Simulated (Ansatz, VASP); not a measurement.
## One calculation of InGa2As3, two programs

```xyz
12
Lattice="4.1638 -0.0002 -0.0036 0.0000 -8.3188 0.0004 -2.0737 2.0802 -8.8691" Properties=species:S:1:pos:R:3 pbc="T T T"
In    2.0855   -4.1589   -4.4387
In    2.0827    0.0018   -4.4346
Ga    0.0004   -6.2378   -1.4041
Ga    0.0017   -2.0815   -1.4101
Ga    0.0072   -6.2414   -7.4631
Ga    0.0051   -2.0783   -7.4605
As    0.0045   -4.1604   -2.8063
As    0.0015    0.0011   -2.8027
As    2.0832   -6.2383    0.0005
As    2.0843   -2.0815   -0.0051
As    2.0895   -6.2399   -6.0707
As    2.0871   -2.0771   -6.0674
```

Change from the starting cell: cell x2, atoms moved at random (sigma 0.1 Å) and cell strained at random (1.5 %), then relaxed without symmetry.

Alike in both runs: functional PBE; k mesh 6 × 4 × 6; occupations gaussian, width 0.2 eV; no spin polarisation.

Ansatz relaxed the structure, and its values are those at the end. VASP's run is a single point on that final structure, the one shown.

|  | VASP | Ansatz |
| --- | --- | --- |
| version | VASP 6.6.1 | Ansatz 0.2.0 |
| potentials or method | VASP PAW PBE potentials, release 64 (In_d, Ga_d, As), cutoff 520 eV | scalar-relativistic, plane waves, PAW |
| valence electrons in the cell | 108 | 168 |

```tsv
	VASP	Ansatz	Ansatz less VASP
pressure (GPa)	0.1	0.0	-0.11
rms of the force components (eV/Å)	0.005	0.006	+0.0007
```

VASP's potentials hold 108 valence electrons a cell and Ansatz's 168, so a difference there can come from the potentials and not from the codes.
